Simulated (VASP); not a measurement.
# KAg4Sb3 (P4/mmm) in VASP: single point with PBE

Aim: the single point of KAg4Sb3 with PBE.

Program: VASP 6.6.1. These are calculated values, not measurements. Logs are shortened: lines on timing, memory, paths and dates and some standing lists are left out, and cuts for length are marked.

### 1 The cell of the first run

It takes space group P4/mmm (No. 123, tetragonal). The conventional cell has a = 4.896 Å, b = 4.896 Å, c = 8.793 Å, α = 90.00°, β = 90.00°, γ = 90.00°. K (site symmetry 4/mmm) has 10 Sb at 3.75 to 4.40 Å and 8 Ag at 3.76 Å and 4 K at 4.90 Å within 4.9 Å. Within 3.8 Å of Ag (site symmetry 2mm) lie 4 Sb at 2.83 to 2.89 Å and 5 Ag at 3.08 to 3.46 Å and 2 K at 3.76 Å. Within 3.8 Å of Sb (site symmetry 4mm) lie 4 Ag at 2.83 Å and 1 Sb at 2.86 Å and 4 K at 3.75 Å. Within 3.8 Å of Sb (site symmetry 4/mmm) lie 8 Ag at 2.89 Å.

### 2 Single point, PBE

POSCAR

```
KAg4Sb3
1.0
    4.8962083235      0.0000000000      0.0000000000
    0.0000000000      4.8962083235      0.0000000000
    0.0000000000      0.0000000000      8.7932320884
K Ag Sb
1 4 3
Direct
    0.0000000000      0.0000000000      0.5000000000
    0.0000000000      0.5000000000      0.1751219464
    0.5000000000      0.0000000000      0.1751219464
    0.0000000000      0.5000000000      0.8248780536
    0.5000000000      0.0000000000      0.8248780536
    0.5000000000      0.5000000000      0.3371301800
    0.5000000000      0.5000000000      0.6628698200
    0.0000000000      0.0000000000      0.0000000000
```

INCAR.step1

```
PREC = Accurate ; ENCUT = 520
EDIFF = 1E-6 ; ISMEAR = 0
SIGMA = 0.1 ; LREAL = False
LASPH = True ; NELM = 60
ALGO = Fast ; ISIF = 2
LWAVE = False ; LCHARG = True
LMAXMIX = 4 ; GGA = PE
NBANDS = 44
```

KPOINTS.step1

```
regular mesh
0
Gamma
  8 8 4
```

INCAR.step2

```
PREC = Accurate ; ENCUT = 520
EDIFF = 1E-6 ; ISMEAR = -5
SIGMA = 0.1 ; LREAL = False
LASPH = True ; NELM = 60
ALGO = Fast ; ISIF = 2
LWAVE = False ; LCHARG = False
LMAXMIX = 4 ; GGA = PE
LORBIT = 11 ; NBANDS = 44
NEDOS = 2001 ; ICHARG = 11
```

KPOINTS.step2

```
regular mesh
0
Gamma
  12 12 6
```

Potentials or basis: VASP PAW PBE potentials, release 64 (K_sv, Ag, Sb).

The run is started by

```
cat potpaw_PBE.64/K_sv/POTCAR potpaw_PBE.64/Ag/POTCAR potpaw_PBE.64/Sb/POTCAR > POTCAR
cp INCAR.step1 INCAR
cp KPOINTS.step1 KPOINTS
mpirun -np 1 vasp_std > vasp.out
cp INCAR.step2 INCAR
cp KPOINTS.step2 KPOINTS
mpirun -np 1 vasp_std > vasp.out
```

OUTCAR:

```text
PREC = Accurate
   ENCUT = 520
   EDIFF = 1E-6
   ISMEAR = -5
   LREAL = False
   LASPH = True
   NELM = 60
   ISIF = 2
   GGA = PE
   LORBIT = 11
   ICHARG = 11

 ion  position               nearest neighbor table
   1  0.000  0.000  0.500-   6 3.75   7 3.75   6 3.75   7 3.75   6 3.75   7 3.75   6 3.75   7 3.75

   2  0.000  0.500  0.175-   6 2.83   6 2.83   8 2.89   8 2.89   4 3.08   3 3.46   3 3.46   3 3.46
                             3 3.46
   3  0.500  0.000  0.175-   6 2.83   6 2.83   8 2.89   8 2.89   5 3.08   2 3.46   2 3.46   2 3.46
                             2 3.46
   4  0.000  0.500  0.825-   7 2.83   7 2.83   8 2.89   8 2.89   2 3.08   5 3.46   5 3.46   5 3.46
                             5 3.46
   5  0.500  0.000  0.825-   7 2.83   7 2.83   8 2.89   8 2.89   3 3.08   4 3.46   4 3.46   4 3.46
                             4 3.46
   6  0.500  0.500  0.337-   2 2.83   3 2.83   3 2.83   2 2.83   7 2.86   1 3.75   1 3.75   1 3.75
                             1 3.75
   7  0.500  0.500  0.663-   4 2.83   5 2.83   5 2.83   4 2.83   6 2.86   1 3.75   1 3.75   1 3.75
                             1 3.75
   8  0.000  0.000  0.000-   2 2.89   3 2.89   4 2.89   5 2.89   2 2.89   4 2.89   3 2.89   5 2.89

  LATTYP: Found a simple tetragonal cell.
 ALAT       =     4.8962083235
 C/A-ratio  =     1.7959268698

  Lattice vectors:

 A1 = (   4.8962083235,   0.0000000000,   0.0000000000)
 A2 = (   0.0000000000,   4.8962083235,   0.0000000000)
 A3 = (   0.0000000000,   0.0000000000,   8.7932320884)

Analysis of symmetry for initial positions (statically):
=====================================================================
 Subroutine PRICEL returns:
 Original cell was already a primitive cell.

 Routine SETGRP: Setting up the symmetry group for a
 simple tetragonal supercell.

 Subroutine GETGRP returns: Found 16 space group operations
 (whereof 16 operations were pure point group operations)
 out of a pool of 16 trial point group operations.

The static configuration has the point symmetry D_4h.

Analysis of symmetry for dynamics (positions and initial velocities):
=====================================================================
 Subroutine PRICEL returns:
 Original cell was already a primitive cell.

 Routine SETGRP: Setting up the symmetry group for a
 simple tetragonal supercell.

 Subroutine GETGRP returns: Found 16 space group operations
 (whereof 16 operations were pure point group operations)
 out of a pool of 16 trial point group operations.

The dynamic configuration has the point symmetry D_4h.

 Subroutine INISYM returns: Found 16 space group operations
 (whereof 16 operations are pure point group operations),
 and found     1 'primitive' translations

----------------------------------------------------------------------------------------

                                     Primitive cell

  volume of cell :     210.7989

  direct lattice vectors                    reciprocal lattice vectors
     4.896208323  0.000000000  0.000000000     0.204239676  0.000000000  0.000000000
     0.000000000  4.896208323  0.000000000     0.000000000  0.204239676  0.000000000
     0.000000000  0.000000000  8.793232088     0.000000000  0.000000000  0.113723826

  length of vectors
     4.896208323  4.896208323  8.793232088     0.204239676  0.204239676  0.113723826

  position of ions in fractional coordinates (direct lattice)
     0.000000000  0.000000000  0.500000000
     0.000000000  0.500000000  0.175121946
     0.500000000  0.000000000  0.175121946
     0.000000000  0.500000000  0.824878054
     0.500000000  0.000000000  0.824878054
     0.500000000  0.500000000  0.337130180
     0.500000000  0.500000000  0.662869820
     0.000000000  0.000000000  0.000000000

  ion indices of the primitive-cell ions
   primitive index   ion index
                 1           1
                 2           2
                 3           3
                 4           4
                 5           5
                 6           6
                 7           7
                 8           8

----------------------------------------------------------------------------------------

 KPOINTS: regular mesh

Automatic generation of k-mesh.
 Grid dimensions read from file:
 generate k-points for:   12   12    6

 Generating k-lattice:

  Cartesian coordinates                     Fractional coordinates (reciprocal lattice)
     0.017019973  0.000000000  0.000000000     0.083333333  0.000000000  0.000000000
     0.000000000  0.017019973  0.000000000     0.000000000  0.083333333  0.000000000
     0.000000000  0.000000000  0.018953971     0.000000000  0.000000000  0.166666667

  Length of vectors
     0.017019973  0.017019973  0.018953971

  Shift w.r.t. Gamma in fractional coordinates (k-lattice)
     0.000000000  0.000000000  0.000000000

 TETIRR: Found   1296 inequivalent tetrahedra from     5184

 Subroutine IBZKPT returns following result:
 ===========================================

 Found    112 irreducible k-points:

 Following reciprocal coordinates:
            Coordinates               Weight
  0.000000  0.000000  0.000000      1.000000
  0.083333  0.000000  0.000000      4.000000
  0.166667  0.000000  0.000000      4.000000
  0.250000  0.000000  0.000000      4.000000
  0.333333  0.000000  0.000000      4.000000
  0.416667  0.000000  0.000000      4.000000
[... 16 lines left out ...]
  0.333333  0.333333  0.000000      4.000000
  0.416667  0.333333  0.000000      8.000000
 [... further k-points ...]
   k-points           NKPTS =    112   k-points in BZ     NKDIM =    112   number of bands    NBANDS=     44
   number of dos      NEDOS =   2001   number of ions     NIONS =      8
   total plane-waves  NPLWV =  90720
   dimension x,y,z NGX =    36 NGY =   36 NGZ =   70
   dimension x,y,z NGXF=    72 NGYF=   72 NGZF=  140
   ions per type =               1   4   3
   NGX,Y,Z   is equivalent  to a cutoff of  12.22, 12.22, 13.23 a.u.
   NGXF,Y,Z  is equivalent  to a cutoff of  24.45, 24.45, 26.47 a.u.
 SYSTEM =  unknown system
   PREC   = accura    normal or accurate (medium, high low for compatibility)
   ISTART =      0    job   : 0-new  1-cont  2-samecut
   ICHARG =     11    charge: 1-file 2-atom 10-const
   ISPIN  =      1    spin polarized calculation?
   LNONCOLLINEAR =      F non collinear calculations
   LSORBIT =      F    spin-orbit coupling
   LASPH  =      T    aspherical Exc in radial PAW
   ENCUT  =  520.0 eV  38.22 Ry    6.18 a.u.   9.10  9.10 16.35*2*pi/ulx,y,z
   NELM   =     60;   NELMIN=  2; NELMDL=  0     # of ELM steps
   EDIFF  = 0.1E-05   stopping-criterion for ELM
   LREAL  =      F    real-space projection
   EDIFFG = 0.1E-04   stopping-criterion for IOM
   NSW    =      0    number of steps for IOM
   IBRION =     -1    ionic relax: 0-MD 1-quasi-New 2-CG
   NFREE  =      0    steps in history (QN), initial steepest desc. (CG)
   ISIF   =      2    stress and relaxation
   ISYM   =      2    0-nonsym 1-usesym 2-fastsym
   POTIM  = 0.5000    time-step for ionic-motion
   TEBEG  =    0.0;   TEEND  =   0.0 temperature during run
   PSTRESS=    0.0 pullay stress
   NELECT =      68.0000    total number of electrons
   NUPDOWN=      -1.0000    fix difference up-down
   EMIN   =  10.00;   EMAX   =-10.00  energy-range for DOS
   EFERMI =   0.00;   METHOD = LEGACY
   ISMEAR =    -5;   SIGMA  =   0.10  broadening in eV -4-tet -1-fermi 0-gaus
   EFERMI_NEDOS =   21; number of points for ismear=-14 and -15
   IALGO  =     68    algorithm
   IMIX   =      4    mixing-type and parameters
     AMIX     =   0.40;   BMIX     =  1.00
     AMIX_MAG =   1.60;   BMIX_MAG =  1.00
  volume/ion in A,a.u.               =      26.35       177.82
  Fermi-wavevector in a.u.,A,eV,Ry     =   1.122764  2.121716 17.151482  1.260598
  Thomas-Fermi vector in A             =   2.259426
   LORBIT       =     11    0 simple, 1 ext, 2 COOP (PROOUT), +10 PAW based schemes
   GGA     = PE    functional components
   LHFCALC =     F    Hartree Fock is set to
   AEXX    =    0.0000 exact exchange contribution
   IVDW    =     0    specifies the selected vdW correction
   LEPSILON=     F    determine dielectric tensor
   LRPA    =     F    only Hartree local field effects (RPA)
 non-spin polarized calculation
 RMM-DIIS sequential band-by-band and
 Fermi weights with tetrahedron method with Bloechl corrections
  energy-cutoff  :      520.00
  volume of cell :      210.80
 maximum number of plane-waves:      5708

 number of electron      67.9999994 magnetization

 Free energy of the ion-electron system (eV)
  ---------------------------------------------------
  ext. energy  EPLUGINS =         0.00000000
  ---------------------------------------------------
  free energy    TOTEN  =       -25.09183925 eV

  energy without entropy =      -25.09183925  energy(sigma->0) =      -25.09183925

 E-fermi :   5.4409     XC(G=0):  -9.6915

 val. band max:        5.5331890259   @ k =   0.0833   0.0000   0.5000
 cond. band min:       5.4038552595   @ k =   0.1667   0.1667   0.1667
 fundamental gap:     -0.1293337664
 Fermi energy:         5.4408912019

 k-point     1 :       0.0000    0.0000    0.0000
  band No.  band energies     occupation
      1     -25.0036      2.00000
      2      -8.5231      2.00000
      3      -8.5210      2.00000
      4      -8.5210      2.00000
      5      -5.0777      2.00000
      6      -4.2397      2.00000
[... 36 lines left out ...]
     43      10.8074      0.00000
     44      10.8429      0.00000

 k-point     2 :       0.0833    0.0000    0.0000
  band No.  band energies     occupation
      1     -25.0035      2.00000
      2      -8.5250      2.00000
      3      -8.5225      2.00000
      4      -8.5206      2.00000
      5      -5.0538      2.00000
      6      -4.2345      2.00000
[... 36 lines left out ...]
     43      10.4774      0.00000
     44      10.7922      0.00000

 k-point     3 :       0.1667    0.0000    0.0000
  band No.  band energies     occupation
      1     -25.0034      2.00000
      2      -8.5356      2.00000
      3      -8.5207      2.00000
      4      -8.5196      2.00000
      5      -4.9859      2.00000
      6      -4.2219      2.00000
[... 36 lines left out ...]
     43      10.1017      0.00000
     44      10.4983      0.00000

 k-point     4 :       0.2500    0.0000    0.0000
  band No.  band energies     occupation
      1     -25.0031      2.00000
      2      -8.5499      2.00000
      3      -8.5184      2.00000
      4      -8.5181      2.00000
      5      -4.8856      2.00000
      6      -4.2095      2.00000
[... 882 lines left out ...]
     43      10.5540      0.00000
     44      11.4420      0.00000

 k-point    23 :       0.3333    0.3333    0.0000
  band No.  band energies     occupation
      1     -25.0022      2.00000
      2      -8.5520      2.00000
      3      -8.5439      2.00000
      4      -8.5112      2.00000
      5      -4.6206      2.00000
      6      -4.0907      2.00000
[... 36 lines left out ...]
     43      10.6657      0.00000
     44      10.9097      0.00000

 k-point    24 :       0.4167    0.3333    0.0000
  band No.  band energies     occupation
      1     -25.0021      2.00000
      2      -8.5559      2.00000
      3      -8.5435      2.00000
      4      -8.5100      2.00000
      5      -4.5820      2.00000
      6      -4.0598      2.00000
[... 36 lines left out ...]
     43      11.2145      0.00000
     44      11.4408      0.00000

 [... further k-points ...]
[... 5 lines left out ...]
  --------------------------------------------------------------------------------------
  -------------------------------------------------------------------------------------
  Total       -0.2081624     -0.2081624     -0.0039256      0.0000000      0.0000000      0.0000000
  in kB       -1.5821387     -1.5821387     -0.0298367      0.0000000      0.0000000      0.0000000
  external PRESSURE =      -1.0647047 kB  Pullay stress =       0.0000000 kB

 VOLUME and BASIS-vectors are now :
 -----------------------------------------------------------------------------
  energy-cutoff  :      520.00
  volume of cell :      210.80
      direct lattice vectors                 reciprocal lattice vectors
     4.896208323  0.000000000  0.000000000     0.204239676  0.000000000  0.000000000
     0.000000000  4.896208323  0.000000000     0.000000000  0.204239676  0.000000000
     0.000000000  0.000000000  8.793232088     0.000000000  0.000000000  0.113723826

 POSITION                                       TOTAL-FORCE (eV/Angst)
 -----------------------------------------------------------------------------------
      0.00000      0.00000      4.39662         0.000000      0.000000      0.000000
      0.00000      2.44810      1.53989         0.000000     -0.000000     -0.001033
      2.44810      0.00000      1.53989         0.000000     -0.000000     -0.001033
      0.00000      2.44810      7.25334        -0.000000      0.000000      0.001033
      2.44810      0.00000      7.25334        -0.000000      0.000000      0.001033
      2.44810      2.44810      2.96446         0.000000     -0.000000     -0.005380
      2.44810      2.44810      5.82877         0.000000      0.000000      0.005380
      0.00000      0.00000      0.00000         0.000000      0.000000      0.000000
 -----------------------------------------------------------------------------------
    total drift:                                0.000000     -0.000000      0.000000

  FREE ENERGIE OF THE ION-ELECTRON SYSTEM (eV)
  ---------------------------------------------------
  free  energy   TOTEN  =       -25.0918392533 eV

  energy  without entropy=      -25.0918392533  energy(sigma->0) =      -25.09183925

 total charge

# of ion       s       p       d       tot
------------------------------------------
    1        1.959   5.577   0.033   7.569
    2        0.395   0.262   9.173   9.829
    3        0.395   0.262   9.173   9.829
    4        0.395   0.262   9.173   9.829
    5        0.395   0.262   9.173   9.829
    6        1.152   1.232   0.030   2.414
    7        1.152   1.232   0.030   2.414
    8        1.153   1.208   0.036   2.398
--------------------------------------------------
tot          6.994  10.297  36.822  54.113
```

Wall time 25 min (1 thread of AMD EPYC 7R13 (Zen 3), shared host); peak memory 0.88 GiB.

What came out:

- Valence electrons inside the program's atomic spheres: K 7.57; Ag 9.83; Sb 2.41, 2.40 (each value once)

Levels at points of the mesh, in eV from the Fermi level:
```csv
k point,band 31,band 32,band 33,band 34,band 35,band 36,band 37,band 38
"(0.00, 0.00, 0.00)",-1.17,-0.14,-0.14,0.47,0.47,0.75,1.63,2.10
"(0.50, 0.00, 0.00)",-0.94,-0.64,-0.05,0.63,0.64,0.67,1.28,2.44
"(0.50, 0.50, 0.00)",-2.21,-2.08,-2.08,-1.80,-1.80,1.49,2.32,4.01
"(0.00, 0.00, 0.50)",-1.01,-1.01,0.23,0.47,0.90,1.37,1.37,1.46
"(0.50, 0.00, 0.50)",-1.80,-0.74,-0.40,-0.07,0.30,1.96,2.02,2.40
"(0.50, 0.50, 0.50)",-2.68,-2.56,-2.34,-0.94,-0.94,0.59,2.72,2.72
```

Caveat: spin-orbit coupling is left out, which moves the levels of the heavy elements.
